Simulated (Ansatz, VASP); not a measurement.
# Ti: VASP beside Ansatz

```xyz
1
Lattice="-1.6017 1.6017 1.8599 1.6017 -1.6017 1.8599 1.6017 1.6017 -1.8599" Properties=species:S:1:pos:R:3 pbc="T T T"
Ti    0.0000    0.0000    0.0000
```

Alike in both runs: task single point; functional PBE; k mesh 22 × 22 × 22; occupations gaussian, width 0.15 eV; no spin polarisation.

|  | VASP | Ansatz |
| --- | --- | --- |
| version | VASP 6.6.1 | Ansatz 0.2.0 |
| potentials or method | VASP PAW PBE potentials, release 64 (Ti_sv), cutoff 520 eV | scalar-relativistic, plane waves, PAW |
| valence electrons in the cell | 12 | 12 |

|  | VASP | Ansatz | Ansatz less VASP |
| --- | --- | --- | --- |
| gap on the k mesh at the Fermi level (eV) | none | none | - |
| pressure (GPa) | -8.9 | -8.7 | +0.26 |
| traceless stress, the component that is largest in VASP (GPa) | 2.07 | 2.07 | 0.000 |

A gap of «none» marks a metal or a gap that the smearing closes.
